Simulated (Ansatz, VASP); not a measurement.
Mg4BrO3 in VASP and in Ansatz

```
CELL_PARAMETERS angstrom
5.01908 0.00000 0.00000
0.00000 5.01908 0.00000
0.00000 0.00000 5.01908
ATOMIC_POSITIONS crystal
Mg 0.79698 0.79698 0.79698
Mg 0.79698 0.20302 0.20302
Mg 0.20302 0.79698 0.20302
Mg 0.20302 0.20302 0.79698
Br 0.50000 0.50000 0.50000
O 0.00000 0.00000 0.50000
O 0.00000 0.50000 0.00000
O 0.50000 0.00000 0.00000
```

Alike in both runs: functional PBE; k mesh 4 × 4 × 4; occupations gaussian, width 0.1 eV; no spin polarisation.

Ansatz relaxed the structure, and its values are those at the end. VASP's run is a single point on that final structure, the one shown.

|  | VASP | Ansatz |
| --- | --- | --- |
| version | VASP 6.6.1 | Ansatz 0.2.0 |
| potentials or method | VASP PAW PBE potentials, release 64 (Mg, Br, O), cutoff 520 eV | scalar-relativistic, plane waves, PAW |
| valence electrons in the cell | 33 | 65 |

```tsv
	VASP	Ansatz	Ansatz less VASP
gap on the k mesh at the Fermi level (eV)	none	none	-
pressure (GPa)	-0.5	-0.3	+0.27
rms of the force components (eV/Å)	0.013	0.007	-0.0063
```

A gap of «none» marks a metal or a gap that the smearing closes. VASP's potentials hold 33 valence electrons a cell and Ansatz's 65, so a difference there can come from the potentials and not from the codes.
